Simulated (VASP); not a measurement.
# GaN (CsCl type) (Pm-3m) in VASP: further runs

Runs on GaN (CsCl type). Level: PBE. Tasks: single point.

Program: VASP 6.6.1. These are calculated values, not measurements. Logs are shortened: lines on timing, memory, paths and dates and some standing lists are left out, and cuts for length are marked.

### 1 The cell of the first run

The structure is cubic, space group Pm-3m (No. 221). The conventional cell has a = 2.248 Å, b = 2.248 Å, c = 2.248 Å, α = 90.00°, β = 90.00°, γ = 90.00°. Ga (site symmetry m-3m) has 8 N at 1.95 Å and 6 Ga at 2.25 Å within 2.6 Å. Within 2.6 Å of N (site symmetry m-3m) lie 8 Ga at 1.95 Å and 6 N at 2.25 Å.

### 2 Single point, PBE (volume scaled by 0.55)

INCAR reads:

```
SYSTEM = GaN
PREC = Accurate ; ENCUT = 520
EDIFF = 1E-6 ; ISMEAR = -1
SIGMA = 0.08 ; LREAL = .False.
LASPH = .True. ; NELM = 60
ALGO = Normal ; ISIF = 2
LWAVE = .False. ; LCHARG = .True.
GGA = PE ; LELF = .True.
LVHAR = .True. ; NBANDS = 16
```

KPOINTS reads:

```
regular mesh
0
Gamma
  14 14 14
  0 0 0
```

POSCAR reads:

```
GaN
1.0
    2.2475641932      0.0000000000      0.0000000000
    0.0000000000      2.2475641932      0.0000000000
    0.0000000000      0.0000000000      2.2475641932
Ga N
1 1
Direct
    0.0000000000      0.0000000000      0.0000000000
    0.5000000000      0.5000000000      0.5000000000
```

Potentials or basis: VASP PAW PBE potentials, release 64 (Ga_d, N).

Command:

```sh
cat potpaw_PBE.64/Ga_d/POTCAR potpaw_PBE.64/N/POTCAR > POTCAR
mpirun -np 1 vasp_std > vasp.out
```

OUTCAR:

```text
SYSTEM = GaN
   PREC = Accurate
   ENCUT = 520
   EDIFF = 1E-6
   ISMEAR = -1
   LREAL = .False.
   LASPH = .True.
   NELM = 60
   ISIF = 2
   GGA = PE

 ion  position               nearest neighbor table
   1  0.000  0.000  0.000-   2 1.95   2 1.95   2 1.95   2 1.95   2 1.95   2 1.95   2 1.95   2 1.95

   2  0.500  0.500  0.500-   1 1.95   1 1.95   1 1.95   1 1.95   1 1.95   1 1.95   1 1.95   1 1.95

  LATTYP: Found a simple cubic cell.
 ALAT       =     2.2475641932

  Lattice vectors:

 A1 = (   2.2475641932,   0.0000000000,   0.0000000000)
 A2 = (   0.0000000000,   2.2475641932,   0.0000000000)
 A3 = (   0.0000000000,   0.0000000000,   2.2475641932)

Analysis of symmetry for initial positions (statically):
=====================================================================
 Subroutine PRICEL returns:
 Original cell was already a primitive cell.

 Routine SETGRP: Setting up the symmetry group for a
 simple cubic supercell.

 Subroutine GETGRP returns: Found 48 space group operations
 (whereof 48 operations were pure point group operations)
 out of a pool of 48 trial point group operations.

The static configuration has the point symmetry O_h .

Analysis of symmetry for dynamics (positions and initial velocities):
=====================================================================
 Subroutine PRICEL returns:
 Original cell was already a primitive cell.

 Routine SETGRP: Setting up the symmetry group for a
 simple cubic supercell.

 Subroutine GETGRP returns: Found 48 space group operations
 (whereof 48 operations were pure point group operations)
 out of a pool of 48 trial point group operations.

The dynamic configuration has the point symmetry O_h .

 Subroutine INISYM returns: Found 48 space group operations
 (whereof 48 operations are pure point group operations),
 and found     1 'primitive' translations

----------------------------------------------------------------------------------------

                                     Primitive cell

  volume of cell :      11.3537

  direct lattice vectors                    reciprocal lattice vectors
     2.247564193  0.000000000  0.000000000     0.444926113  0.000000000  0.000000000
     0.000000000  2.247564193  0.000000000     0.000000000  0.444926113  0.000000000
     0.000000000  0.000000000  2.247564193     0.000000000  0.000000000  0.444926113

  length of vectors
     2.247564193  2.247564193  2.247564193     0.444926113  0.444926113  0.444926113

  position of ions in fractional coordinates (direct lattice)
     0.000000000  0.000000000  0.000000000
     0.500000000  0.500000000  0.500000000

  ion indices of the primitive-cell ions
   primitive index   ion index
                 1           1
                 2           2

----------------------------------------------------------------------------------------

 KPOINTS: regular mesh

Automatic generation of k-mesh.
 Grid dimensions read from file:
 generate k-points for:   14   14   14

 Generating k-lattice:

  Cartesian coordinates                     Fractional coordinates (reciprocal lattice)
     0.031780437  0.000000000  0.000000000     0.071428571  0.000000000  0.000000000
     0.000000000  0.031780437  0.000000000     0.000000000  0.071428571  0.000000000
     0.000000000  0.000000000  0.031780437     0.000000000  0.000000000  0.071428571

  Length of vectors
     0.031780437  0.031780437  0.031780437

  Shift w.r.t. Gamma in fractional coordinates (k-lattice)
     0.000000000  0.000000000  0.000000000

 Subroutine IBZKPT returns following result:
 ===========================================

 Found    120 irreducible k-points:

 Following reciprocal coordinates:
            Coordinates               Weight
  0.000000  0.000000  0.000000      1.000000
  0.071429  0.000000  0.000000      6.000000
  0.142857  0.000000  0.000000      6.000000
  0.214286  0.000000  0.000000      6.000000
  0.285714  0.000000  0.000000      6.000000
  0.357143  0.000000  0.000000      6.000000
[... 16 lines left out ...]
  0.285714  0.214286  0.000000     24.000000
  0.357143  0.214286  0.000000     24.000000
 [... further k-points ...]
   k-points           NKPTS =    120   k-points in BZ     NKDIM =    120   number of bands    NBANDS=     16
   number of dos      NEDOS =    301   number of ions     NIONS =      2
   total plane-waves  NPLWV =   5832
   dimension x,y,z NGX =    18 NGY =   18 NGZ =   18
   dimension x,y,z NGXF=    36 NGYF=   36 NGZF=   36
   ions per type =               1   1
   NGX,Y,Z   is equivalent  to a cutoff of  13.31, 13.31, 13.31 a.u.
   NGXF,Y,Z  is equivalent  to a cutoff of  26.63, 26.63, 26.63 a.u.
 SYSTEM =  GaN
   PREC   = accura    normal or accurate (medium, high low for compatibility)
   ISTART =      0    job   : 0-new  1-cont  2-samecut
   ICHARG =      2    charge: 1-file 2-atom 10-const
   ISPIN  =      1    spin polarized calculation?
   LNONCOLLINEAR =      F non collinear calculations
   LSORBIT =      F    spin-orbit coupling
   LASPH  =      T    aspherical Exc in radial PAW
   ENCUT  =  520.0 eV  38.22 Ry    6.18 a.u.   4.18  4.18  4.18*2*pi/ulx,y,z
   NELM   =     60;   NELMIN=  2; NELMDL= -5     # of ELM steps
   EDIFF  = 0.1E-05   stopping-criterion for ELM
   LREAL  =      F    real-space projection
   EDIFFG = 0.1E-04   stopping-criterion for IOM
   NSW    =      0    number of steps for IOM
   IBRION =     -1    ionic relax: 0-MD 1-quasi-New 2-CG
   NFREE  =      0    steps in history (QN), initial steepest desc. (CG)
   ISIF   =      2    stress and relaxation
   ISYM   =      2    0-nonsym 1-usesym 2-fastsym
   POTIM  = 0.5000    time-step for ionic-motion
   TEBEG  =    0.0;   TEEND  =   0.0 temperature during run
   PSTRESS=    0.0 pullay stress
   NELECT =      18.0000    total number of electrons
   NUPDOWN=      -1.0000    fix difference up-down
   EMIN   =  10.00;   EMAX   =-10.00  energy-range for DOS
   EFERMI =   0.00;   METHOD = LEGACY
   ISMEAR =    -1;   SIGMA  =   0.08  broadening in eV -4-tet -1-fermi 0-gaus
   EFERMI_NEDOS =   21; number of points for ismear=-14 and -15
   IALGO  =     38    algorithm
   IMIX   =      4    mixing-type and parameters
     AMIX     =   0.40;   BMIX     =  1.00
     AMIX_MAG =   1.60;   BMIX_MAG =  1.00
  volume/ion in A,a.u.               =       5.68        38.31
  Fermi-wavevector in a.u.,A,eV,Ry     =   1.908916  3.607329 49.579107  3.643962
  Thomas-Fermi vector in A             =   2.946099
   LORBIT       =      0    0 simple, 1 ext, 2 COOP (PROOUT), +10 PAW based schemes
   GGA     = PE    functional components
   LHFCALC =     F    Hartree Fock is set to
   AEXX    =    0.0000 exact exchange contribution
   IVDW    =     0    specifies the selected vdW correction
   LEPSILON=     F    determine dielectric tensor
   LRPA    =     F    only Hartree local field effects (RPA)
 non-spin polarized calculation
  energy-cutoff  :      520.00
  volume of cell :       11.35
 maximum number of plane-waves:       320
 NGX is ok and might be reduce to    18
   NGX =  9   NGY =  9   NGZ =  9

 number of electron      18.0000004 magnetization

 Free energy of the ion-electron system (eV)
  ---------------------------------------------------
  ext. energy  EPLUGINS =         0.00000000
  ---------------------------------------------------
  free energy    TOTEN  =        -3.07233744 eV

  energy without entropy =       -3.05910391  energy(sigma->0) =       -3.06572067

 E-fermi :  17.7071     XC(G=0): -16.4378

 val. band max:       17.7041172391   @ k =   0.4286   0.1429   0.0000
 cond. band min:      17.7790349518   @ k =   0.4286   0.2143   0.0000
 fundamental gap:      0.0749177127
 Fermi energy:        17.7071306027

 k-point     1 :       0.0000    0.0000    0.0000
  band No.  band energies     occupation
      1      -7.4879      2.00000
      2      -0.3423      2.00000
      3      -0.3423      2.00000
      4       1.6588      2.00000
      5       1.6588      2.00000
      6       1.6588      2.00000
[... 8 lines left out ...]
     15      40.9360      0.00000
     16      52.2875      0.00000

 k-point     2 :       0.0714    0.0000    0.0000
  band No.  band energies     occupation
      1      -7.3527      2.00000
      2      -0.3297      2.00000
      3      -0.3034      2.00000
      4       1.6124      2.00000
      5       1.6124      2.00000
      6       1.6621      2.00000
[... 8 lines left out ...]
     15      40.8611      0.00000
     16      50.3949      0.00000

 k-point     3 :       0.1429    0.0000    0.0000
  band No.  band energies     occupation
      1      -6.9509      2.00000
      2      -0.2943      2.00000
      3      -0.2002      2.00000
      4       1.4854      2.00000
      5       1.4854      2.00000
      6       1.6713      2.00000
[... 8 lines left out ...]
     15      40.9459      0.00000
     16      47.4189      0.00000

 k-point     4 :       0.2143    0.0000    0.0000
  band No.  band energies     occupation
      1      -6.2960      2.00000
      2      -0.2428      2.00000
      3      -0.0756      2.00000
      4       1.3085      2.00000
      5       1.3085      2.00000
      6       1.6847      2.00000
[... 8 lines left out ...]
     15      41.9477      0.00000
     16      44.5784      0.00000
[... 324 lines left out ...]
 k-point    22 :       0.2143    0.2143    0.0000
  band No.  band energies     occupation
      1      -5.2274      2.00000
      2      -0.1189      2.00000
      3       0.2640      2.00000
      4       1.0513      2.00000
      5       1.3040      2.00000
      6       1.4565      2.00000
[... 8 lines left out ...]
     15      43.4179      0.00000
     16      45.8026      0.00000

 k-point    23 :       0.2857    0.2143    0.0000
  band No.  band energies     occupation
      1      -4.4772      2.00000
      2      -0.1108      2.00000
      3       0.4273      2.00000
      4       1.0462      2.00000
      5       1.1899      2.00000
      6       1.4449      2.00000
[... 8 lines left out ...]
     15      44.7426      0.00000
     16      45.3693      0.00000

 k-point    24 :       0.3571    0.2143    0.0000
  band No.  band energies     occupation
      1      -3.6521      2.00000
      2      -0.1476      2.00000
      3       0.4589      2.00000
      4       1.0600      2.00000
      5       1.2580      2.00000
      6       1.4658      2.00000
[... 8 lines left out ...]
     15      45.3364      0.00000
     16      45.6735      0.00000

 [... further k-points ...]
[... 5 lines left out ...]
  --------------------------------------------------------------------------------------
  -------------------------------------------------------------------------------------
  Total       24.6782866     24.6782866     24.6782866      0.0000000      0.0000000      0.0000000
  in kB     3482.4851483   3482.4851483   3482.4851483      0.0000000      0.0000000      0.0000000
  external PRESSURE =    3482.4851483 kB  Pullay stress =       0.0000000 kB

 VOLUME and BASIS-vectors are now :
 -----------------------------------------------------------------------------
  energy-cutoff  :      520.00
  volume of cell :       11.35
      direct lattice vectors                 reciprocal lattice vectors
     2.247564193  0.000000000  0.000000000     0.444926113  0.000000000  0.000000000
     0.000000000  2.247564193  0.000000000     0.000000000  0.444926113  0.000000000
     0.000000000  0.000000000  2.247564193     0.000000000  0.000000000  0.444926113

 POSITION                                       TOTAL-FORCE (eV/Angst)
 -----------------------------------------------------------------------------------
      0.00000      0.00000      0.00000         0.000000      0.000000      0.000000
      1.12378      1.12378      1.12378         0.000000      0.000000      0.000000
 -----------------------------------------------------------------------------------
    total drift:                                0.000000     -0.000000      0.000000

  FREE ENERGIE OF THE ION-ELECTRON SYSTEM (eV)
  ---------------------------------------------------
  free  energy   TOTEN  =        -3.0723374374 eV

  energy  without entropy=       -3.0591039056  energy(sigma->0) =       -3.06572067
```

Run time: 26 s. Hardware: 1 thread of Intel Xeon Platinum 8259CL at 2.50GHz (Skylake/Cascade Lake), shared host; peak memory 0.13 GiB.

What came out:

| Quantity | Value |
| --- | --- |
| Free energy | -3.0723 eV |
| Pressure | 348.2 GPa |
| Band gap on the k mesh | zero (band 9 reaches 17.94 eV, above the bottom of band 10 at 16.40 eV) |

### 3 Single point, PBE (volume scaled by 0.55, level accurate)

INCAR reads:

```
ALGO = Normal
EDIFF = 1E-6
ENCUT = 520
GGA = PE
ISIF = 2
ISMEAR = -1
LASPH = T
LCHARG = T
LELF = T
LREAL = F
LVHAR = T
LWAVE = F
NBANDS = 16
NELM = 100
PREC = Accurate
SIGMA = 0.08
```

KPOINTS reads:

```
k-points
0
Gamma
  14 14 14
```

POSCAR is that of step 2.

Potentials or basis: VASP PAW PBE potentials, release 64 (Ga_d, N).

Command:

```sh
cat potpaw_PBE.64/Ga_d/POTCAR potpaw_PBE.64/N/POTCAR > POTCAR
mpirun -np 1 vasp_std > vasp.out
```

Run time: 35 s. Hardware: 1 thread of Intel Xeon Platinum 8259CL at 2.50GHz (Skylake/Cascade Lake), shared host; peak memory 0.13 GiB.

Results (log left out):

```
Free energy            : -3.0723 eV
Pressure               : 348.2 GPa
Band gap on the k mesh : zero (band 9 reaches 17.94 eV, above the bottom of band 10 at 16.40 eV)
```

Levels at points of the mesh, in eV from the Fermi level:
```
           k point  band 6  band 7  band 8  band 9  band 10  band 11  band 12  band 13
(0.00, 0.00, 0.00)  -16.05   -3.03   -3.03   -3.03     4.85    11.46    11.46    23.23
(0.50, 0.00, 0.00)  -15.98  -13.07    0.12    0.12     8.54    11.20    14.38    15.18
(0.50, 0.50, 0.00)  -11.79  -11.79  -11.42   -1.91     0.32    13.42    13.42    19.51
(0.50, 0.50, 0.50)  -12.52   -4.93   -4.93   -4.93     0.41     0.41     0.41    10.70
```
